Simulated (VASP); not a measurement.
A run of VASP 6.6.1:

File POSCAR:

```
PtSe2
1.0
    3.7242094592      0.0000000000      0.0000000000
   -1.8621047296      3.2252600006      0.0000000000
    0.0000000000      0.0000000000      5.4628838986
Pt Se
1 2
Direct
    0.0000000000      0.0000000000      0.0000000000
    0.3333333333      0.6666666667      0.2385745042
    0.6666666667      0.3333333333      0.7614254958
```

Contents of INCAR.step1:

```
  PREC = Accurate
  ENCUT = 520
  ISMEAR = 0
  SIGMA = 0.05
  LREAL = F
  LASPH = T
  NELM = 80
  NBANDS = 18
  GGA = PE
  ALGO = Normal
  EDIFF = 1E-4
  LWAVE = T
  LCHARG = F
```

The input INCAR.step2:

```
  PREC = Accurate
  ENCUT = 520
  EDIFF = 1E-7
  ISMEAR = 0
  SIGMA = 0.05
  LREAL = F
  LASPH = T
  NELM = 80
  ALGO = Normal
  ISIF = 2
  LWAVE = F
  LCHARG = T
  METAGGA = R2SCAN
  LMIXTAU = T
  IVDW = 12
  VDW_S6 = 1.0
  VDW_S8 = 0.78981345
  VDW_A1 = 0.49484001
  VDW_A2 = 5.73083694
  LELF = T
  LVHAR = T
  NBANDS = 18
  ISTART = 1
```

File KPOINTS:

```
regular mesh
0
Gamma
  10 10 8
```

Potentials or basis: VASP PAW PBE potentials, release 64 (Pt, Se).

Command:

```sh
$ cat potpaw_PBE.64/Pt/POTCAR potpaw_PBE.64/Se/POTCAR > POTCAR
$ cp INCAR.step1 INCAR
$ mpirun -np 1 vasp_std > vasp.out
$ cp INCAR.step2 INCAR
$ mpirun -np 1 vasp_std > vasp.out
```

Hardware: 1 thread of Intel(R) Xeon(R) 6975P-C (Granite Rapids), with other jobs on the host.

Task: Estimate the wall time of this run.

Result: It took 3.8 min on 1 thread of Intel(R) Xeon(R) 6975P-C (Granite Rapids), on a shared host, peak memory 0.27 GiB. Counts: k points 94.
